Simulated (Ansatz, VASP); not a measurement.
# One calculation of Ti, two programs

INCAR

```
SYSTEM = Ti
PREC     = Accurate       ! precision mode
ENCUT    = 520            ! plane-wave cutoff, eV
EDIFF    = 1E-6           ! SCF threshold, eV
ISMEAR   = 0              ! smearing method
SIGMA    = 0.15           ! smearing width, eV
LREAL    = .False.        ! projectors in reciprocal space
LASPH    = .True.         ! aspherical terms in the spheres
NELM     = 60             ! most SCF steps
ALGO     = Fast           ! electronic algorithm
ISIF     = 2              ! what is computed and relaxed
LWAVE    = .False.        ! write WAVECAR
LCHARG   = .True.         ! write CHGCAR
GGA      = PS             ! functional
LELF     = .True.         ! ELF
LVHAR    = .True.       
NBANDS   = 19             ! bands
```

File KPOINTS:

```
Automatic mesh
0
Gamma
  14 14 14
  0 0 0
```

File POSCAR:

```
Ti
1.0
    0.0000000000     -3.2099008398      0.0000000000
   -3.2099008398      0.0000000000      0.0000000000
    0.0000000000      0.0000000000     -3.2099008398
Ti
2
Direct
    0.5343935858      0.5458581144      0.5000000000
   -0.0343935858     -0.0458581144      0.0000000000
```

Input for Ansatz:

```yaml
crystal:
  lattice:
    - [0.0, -3.2099008398, 0.0]
    - [-3.2099008398, 0.0, 0.0]
    - [0.0, 0.0, -3.2099008398]
  atoms:
    - { symbol: Ti, position: [0.5343935858, 0.5458581144, 0.5] }
    - { symbol: Ti, position: [-0.0343935858, -0.0458581144, 0.0] }
basis:
  ecutwfc: 520.0
kpoints:
  mp_grid: { grid: [14, 14, 14] }
hamiltonian:
  xc: pbesol
  pseudopotentials: { kind: paw, azcp: { folder: soft_1 } }
scf:
  occupations: { method: gaussian, width: 0.15 }
output:
  forces: true
  stress: true
  eigenvalues: true
```

Change from the starting cell: mode 4 frozen in at -0.147 Å and mode 5 at -0.110 Å (largest displacements).

Alike in both runs: task single point; functional PBEsol; k mesh 14 × 14 × 14; occupations gaussian, width 0.15 eV; no spin polarisation.

```csv
,VASP,Ansatz
version,VASP 6.6.1,Ansatz 0.2.0
potentials or method,"VASP PAW PBE potentials, release 64 (Ti_sv), cutoff 520 eV","scalar-relativistic, plane waves, PAW"
valence electrons in the cell,24,24
```

Ansatz gave:

```
gap on the k mesh at the Fermi level (eV)                     : none
pressure (GPa)                                                : 2.9
traceless stress, the component that is largest in VASP (GPa) : 2.81
rms of the force components (eV/Å)                            : 1.207
```

Question: Which values does VASP return?

Answer: gap on the k mesh at the Fermi level (eV): none; pressure (GPa): 2.7; traceless stress, the component that is largest in VASP (GPa): 2.92; rms of the force components (eV/Å): 1.214.

VASP's potentials were made for PBE, not for PBEsol, and Ansatz warns of the same on its side. Atom by atom the forces differ by 0.007 eV/Å (rms over components). A gap of «none» marks a metal or a gap that the smearing closes. With one functional, cell and mesh, what is left measures potentials, basis and numerics.
